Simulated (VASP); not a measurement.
# ErC3 (R-3m) in VASP: single point with PBE

Aim: the single point of ErC3 with PBE.

Program: VASP 6.6.1. These are calculated values, not measurements. Logs are shortened: lines on timing, memory, paths and dates and some standing lists are left out, and cuts for length are marked.

### Step 1. The cell of the first run

The structure is trigonal, space group R-3m (No. 166). Conventional cell: a = 4.738 Å, b = 4.738 Å, c = 7.484 Å, α = 90.00°, β = 90.00°, γ = 120.00°. Within 3.2 Å of Er (site symmetry -3m) lie 14 C at 2.42 to 3.01 Å. Within 1.8 Å of C (site symmetry 3m) lie 1 C at 1.32 Å. C (site symmetry -3m) has 2 C at 1.32 Å within 1.8 Å.

The cell was built from a structure type or drawn by symmetry, and may not be a known phase.

### Step 2. Single point, PBE

The input, INCAR:

```
SYSTEM = ErC3
PREC = Accurate
ENCUT = 600
EDIFF = 1E-6
ISMEAR = 0
SIGMA = 0.1
LREAL = .FALSE.
LASPH = .TRUE.
NELM = 200
ALGO = Normal
ISIF = 2
LWAVE = .FALSE.
LCHARG = .FALSE.
GGA = PE
NBANDS = 18
GGA_COMPAT = .FALSE.
LMAXMIX = 6
```

The input, KPOINTS:

```
Automatic mesh
0
G
  6 6 6
  0 0 0
```

The input, POSCAR:

```
ErC3
1.0
    2.3690040446      1.3677451229      2.4945929905
   -2.3690040446      1.3677451229      2.4945929905
    0.0000000000     -2.7354902457      2.4945929905
Er C
1 3
Direct
    0.5000000000      0.5000000000      0.5000000000
    0.1762225176      0.1762225176      0.1762225176
    0.8237774824      0.8237774824      0.8237774824
    0.0000000000      0.0000000000      0.0000000000
```

Potentials or basis: VASP PAW PBE potentials, release 64 (Er_3, C), 4f in core.

The run is started by

```sh
$ cat potpaw_PBE.64/Er_3/POTCAR potpaw_PBE.64/C/POTCAR > POTCAR
$ mpirun -np 1 vasp_std > vasp.out
```

OUTCAR:

```text
SYSTEM = ErC3
   PREC = Accurate
   ENCUT = 600
   EDIFF = 1E-6
   ISMEAR = 0
   LREAL = .FALSE.
   LASPH = .TRUE.
   NELM = 200
   ISIF = 2
   GGA = PE

 ion  position               nearest neighbor table
   1  0.500  0.500  0.500-   2 2.42   3 2.42   2 2.74   2 2.74   3 2.74   3 2.74   2 2.74   3 2.74

   2  0.176  0.176  0.176-   4 1.32   1 2.42   1 2.74   1 2.74   1 2.74
   3  0.824  0.824  0.824-   4 1.32   1 2.42   1 2.74   1 2.74   1 2.74
   4  0.000  0.000  0.000-   2 1.32   3 1.32

  LATTYP: Found a trigonal (rhomboedric) cell.
 ALAT       =     3.7021481700
 COS(alpha) =     0.1810563737

  Lattice vectors:

 A1 = (   2.3690040446,   1.3677451229,   2.4945929905)
 A2 = (  -2.3690040446,   1.3677451229,   2.4945929905)
 A3 = (   0.0000000000,  -2.7354902457,   2.4945929905)

Analysis of symmetry for initial positions (statically):
=====================================================================
 Subroutine PRICEL returns:
 Original cell was already a primitive cell.

 Routine SETGRP: Setting up the symmetry group for a
 trigonal (rhombohedral) supercell.

 Subroutine GETGRP returns: Found 12 space group operations
 (whereof 12 operations were pure point group operations)
 out of a pool of 12 trial point group operations.

The static configuration has the point symmetry D_3d.

Analysis of symmetry for dynamics (positions and initial velocities):
=====================================================================
 Subroutine PRICEL returns:
 Original cell was already a primitive cell.

 Routine SETGRP: Setting up the symmetry group for a
 trigonal (rhombohedral) supercell.

 Subroutine GETGRP returns: Found 12 space group operations
 (whereof 12 operations were pure point group operations)
 out of a pool of 12 trial point group operations.

The dynamic configuration has the point symmetry D_3d.

 Subroutine INISYM returns: Found 12 space group operations
 (whereof 12 operations are pure point group operations),
 and found     1 'primitive' translations

----------------------------------------------------------------------------------------

                                     Primitive cell

  volume of cell :      48.4978

  direct lattice vectors                    reciprocal lattice vectors
     2.369004045  1.367745123  2.494592991     0.211059158  0.121855062  0.133622332
    -2.369004045  1.367745123  2.494592991    -0.211059158  0.121855062  0.133622332
     0.000000000 -2.735490246  2.494592991     0.000000000 -0.243710124  0.133622332

  length of vectors
     3.702148170  3.702148170  3.702148170     0.277938037  0.277938037  0.277938037

  position of ions in fractional coordinates (direct lattice)
     0.500000000  0.500000000  0.500000000
     0.176222518  0.176222518  0.176222518
     0.823777482  0.823777482  0.823777482
     0.000000000  0.000000000  0.000000000

  ion indices of the primitive-cell ions
   primitive index   ion index
                 1           1
                 2           2
                 3           3
                 4           4

----------------------------------------------------------------------------------------

 KPOINTS: Automatic mesh

Automatic generation of k-mesh.
 Grid dimensions read from file:
 generate k-points for:    6    6    6

 Generating k-lattice:

  Cartesian coordinates                     Fractional coordinates (reciprocal lattice)
     0.035176526  0.020309177  0.022270389     0.166666667  0.000000000  0.000000000
    -0.035176526  0.020309177  0.022270389     0.000000000  0.166666667  0.000000000
     0.000000000 -0.040618354  0.022270389     0.000000000  0.000000000  0.166666667

  Length of vectors
     0.046323006  0.046323006  0.046323006

  Shift w.r.t. Gamma in fractional coordinates (k-lattice)
     0.000000000  0.000000000  0.000000000

 Subroutine IBZKPT returns following result:
 ===========================================

 Found     32 irreducible k-points:

 Following reciprocal coordinates:
            Coordinates               Weight
  0.000000  0.000000  0.000000      1.000000
  0.166667  0.000000  0.000000      6.000000
  0.333333  0.000000  0.000000      6.000000
  0.500000  0.000000  0.000000      3.000000
  0.166667  0.166667  0.000000      6.000000
  0.333333  0.166667  0.000000     12.000000
[... 16 lines left out ...]
  0.500000  0.500000  0.166667      6.000000
 -0.333333  0.500000  0.166667     12.000000
 [... further k-points ...]
   k-points           NKPTS =     32   k-points in BZ     NKDIM =     32   number of bands    NBANDS=     18
   number of dos      NEDOS =    301   number of ions     NIONS =      4
   total plane-waves  NPLWV =  27000
   dimension x,y,z NGX =    30 NGY =   30 NGZ =   30
   dimension x,y,z NGXF=    60 NGYF=   60 NGZF=   60
   ions per type =               1   3
   NGX,Y,Z   is equivalent  to a cutoff of  13.47, 13.47, 13.47 a.u.
   NGXF,Y,Z  is equivalent  to a cutoff of  26.94, 26.94, 26.94 a.u.
 SYSTEM =  ErC3
   PREC   = accura    normal or accurate (medium, high low for compatibility)
   ISTART =      0    job   : 0-new  1-cont  2-samecut
   ICHARG =      2    charge: 1-file 2-atom 10-const
   ISPIN  =      1    spin polarized calculation?
   LNONCOLLINEAR =      F non collinear calculations
   LSORBIT =      F    spin-orbit coupling
   LASPH  =      T    aspherical Exc in radial PAW
   ENCUT  =  600.0 eV  44.10 Ry    6.64 a.u.   7.39  7.39  7.39*2*pi/ulx,y,z
   NELM   =    200;   NELMIN=  2; NELMDL= -5     # of ELM steps
   EDIFF  = 0.1E-05   stopping-criterion for ELM
   LREAL  =      F    real-space projection
   EDIFFG = 0.1E-04   stopping-criterion for IOM
   NSW    =      0    number of steps for IOM
   IBRION =     -1    ionic relax: 0-MD 1-quasi-New 2-CG
   NFREE  =      0    steps in history (QN), initial steepest desc. (CG)
   ISIF   =      2    stress and relaxation
   ISYM   =      2    0-nonsym 1-usesym 2-fastsym
   POTIM  = 0.5000    time-step for ionic-motion
   TEBEG  =    0.0;   TEEND  =   0.0 temperature during run
   PSTRESS=    0.0 pullay stress
   NELECT =      21.0000    total number of electrons
   NUPDOWN=      -1.0000    fix difference up-down
   EMIN   =  10.00;   EMAX   =-10.00  energy-range for DOS
   EFERMI =   0.00;   METHOD = LEGACY
   ISMEAR =     0;   SIGMA  =   0.10  broadening in eV -4-tet -1-fermi 0-gaus
   EFERMI_NEDOS =   21; number of points for ismear=-14 and -15
   IALGO  =     38    algorithm
   IMIX   =      4    mixing-type and parameters
     AMIX     =   0.40;   BMIX     =  1.00
     AMIX_MAG =   1.60;   BMIX_MAG =  1.00
  volume/ion in A,a.u.               =      12.12        81.82
  Fermi-wavevector in a.u.,A,eV,Ry     =   1.238532  2.340486 20.870819  1.533962
  Thomas-Fermi vector in A             =   2.373054
   LORBIT       =      0    0 simple, 1 ext, 2 COOP (PROOUT), +10 PAW based schemes
   GGA     = PE    functional components
   LHFCALC =     F    Hartree Fock is set to
   AEXX    =    0.0000 exact exchange contribution
   IVDW    =     0    specifies the selected vdW correction
   LEPSILON=     F    determine dielectric tensor
   LRPA    =     F    only Hartree local field effects (RPA)
 non-spin polarized calculation
 Gauss-broadening in eV      SIGMA  =   0.10
  energy-cutoff  :      600.00
  volume of cell :       48.50
 maximum number of plane-waves:      1639
 NGX is ok and might be reduce to    30
   NGX = 15   NGY = 15   NGZ = 15

 number of electron      21.0000000 magnetization

 Free energy of the ion-electron system (eV)
  ---------------------------------------------------
  ext. energy  EPLUGINS =         0.00000000
  ---------------------------------------------------
  free energy    TOTEN  =       -30.46166460 eV

  energy without entropy =      -30.45229185  energy(sigma->0) =      -30.45697822

 E-fermi :   4.6854     XC(G=0): -11.1026

 val. band max:        4.6853181753   @ k =   0.3333   0.3333   0.3333
 cond. band min:       4.7241334410   @ k =   0.3333   0.3333   0.1667
 fundamental gap:      0.0388152657
 Fermi energy:         4.6854269235

 k-point     1 :       0.0000    0.0000    0.0000
  band No.  band energies     occupation
      1     -19.7911      2.00000
      2     -19.7911      2.00000
      3     -19.6942      2.00000
      4     -11.5921      2.00000
      5      -6.8524      2.00000
      6      -1.1703      2.00000
[... 10 lines left out ...]
     17      10.4010      0.00000
     18      11.4941      0.00000

 k-point     2 :       0.1667    0.0000    0.0000
  band No.  band energies     occupation
      1     -19.8418      2.00000
      2     -19.7873      2.00000
      3     -19.7062      2.00000
      4     -11.4240      2.00000
      5      -7.0186      2.00000
      6      -1.3808      2.00000
[... 10 lines left out ...]
     17      11.0611      0.00000
     18      11.4340      0.00000

 k-point     3 :       0.3333    0.0000    0.0000
  band No.  band energies     occupation
      1     -19.9628      2.00000
      2     -19.7796      2.00000
      3     -19.7064      2.00000
      4     -11.0496      2.00000
      5      -7.3970      2.00000
      6      -1.8763      2.00000
[... 10 lines left out ...]
     17      11.6395      0.00000
     18      12.3065      0.00000

 k-point     4 :       0.5000    0.0000    0.0000
  band No.  band energies     occupation
      1     -20.0245      2.00000
      2     -19.7757      2.00000
      3     -19.7033      2.00000
      4     -10.8335      2.00000
      5      -7.6192      2.00000
      6      -2.1037      2.00000
[... 375 lines left out ...]
      4     -10.8835      2.00000
      5      -7.5111      2.00000
      6      -1.7780      2.00000
[... 10 lines left out ...]
     17      11.5333      0.00000
     18      12.2840      0.00000

 k-point    23 :       0.5000    0.5000    0.1667
  band No.  band energies     occupation
      1     -19.9680      2.00000
      2     -19.9336      2.00000
      3     -19.7747      2.00000
      4     -10.5828      2.00000
      5      -7.8622      2.00000
      6      -1.3620      2.00000
[... 10 lines left out ...]
     17      11.5618      0.00000
     18      12.6163      0.00000

 k-point    24 :      -0.3333    0.5000    0.1667
  band No.  band energies     occupation
      1     -19.9634      2.00000
      2     -19.9074      2.00000
      3     -19.7806      2.00000
      4     -10.6373      2.00000
      5      -7.7840      2.00000
      6      -1.5522      2.00000
[... 10 lines left out ...]
     17      11.2190      0.00000
     18      12.3618      0.00000

 [... further k-points ...]

------------------------ aborting loop because EDIFF is reached ----------------------------------------

  FORCE on cell =-STRESS in cart. coord.  units (eV):
  Direction    XX          YY          ZZ          XY          YZ          ZX
  --------------------------------------------------------------------------------------
  -------------------------------------------------------------------------------------
  Total       -0.0436221     -0.0436221      0.5028259      0.0000000      0.0000000      0.0000000
  in kB       -1.4411025     -1.4411025     16.6114024      0.0000000      0.0000000      0.0000000
  external PRESSURE =       4.5763991 kB  Pullay stress =       0.0000000 kB

 VOLUME and BASIS-vectors are now :
 -----------------------------------------------------------------------------
  energy-cutoff  :      600.00
  volume of cell :       48.50
      direct lattice vectors                 reciprocal lattice vectors
     2.369004045  1.367745123  2.494592991     0.211059158  0.121855062  0.133622332
    -2.369004045  1.367745123  2.494592991    -0.211059158  0.121855062  0.133622332
     0.000000000 -2.735490246  2.494592991     0.000000000 -0.243710124  0.133622332

 POSITION                                       TOTAL-FORCE (eV/Angst)
 -----------------------------------------------------------------------------------
      0.00000      0.00000      3.74189        -0.000000      0.000000     -0.000000
      0.00000      0.00000      1.31881        -0.000000     -0.000000     -0.031670
      0.00000      0.00000      6.16497        -0.000000      0.000000      0.031670
      0.00000      0.00000      0.00000         0.000000      0.000000      0.000000
 -----------------------------------------------------------------------------------
    total drift:                               -0.000000     -0.000000     -0.000000

  FREE ENERGIE OF THE ION-ELECTRON SYSTEM (eV)
  ---------------------------------------------------
  free  energy   TOTEN  =       -30.4616645995 eV

  energy  without entropy=      -30.4522918454  energy(sigma->0) =      -30.45697822
```

It took 20 s on 1 thread of AMD EPYC 9R45 (Zen 5), shared host; peak memory 0.16 GiB.

Results:

```
Free energy            : -30.4617 eV
Pressure               : 0.5 GPa
Largest force          : 0.032 eV/Å
Band gap on the k mesh : zero (an odd number of electrons rules out a gap without spin polarisation)
```

Forces on the atoms (eV/Å):
```
Er   0.000  0.000  0.000
C    0.000  0.000 -0.032
C    0.000  0.000  0.032
C    0.000  0.000  0.000
```

Levels at points of the mesh, in eV from the Fermi level:
```tsv
k point	band 9	band 10	band 11	band 12	band 13	band 14
(0.00, 0.00, 0.00)	-3.29	-3.29	-2.76	2.80	2.80	4.14
(0.50, 0.00, 0.00)	-3.64	-1.77	-0.37	0.44	4.30	4.69
(0.50, 0.50, 0.00)	-2.73	-2.22	0.12	2.89	4.13	4.27
(0.50, 0.50, 0.50)	-4.25	0.22	0.22	4.94	4.94	5.79
```

Caveat: spin-orbit coupling is left out, which moves the levels of the heavy elements; the 4f electrons are frozen in the core, so they carry no moment and show no levels. Spin polarisation is off, so any magnetic state and its effect on volume and gap are missing.
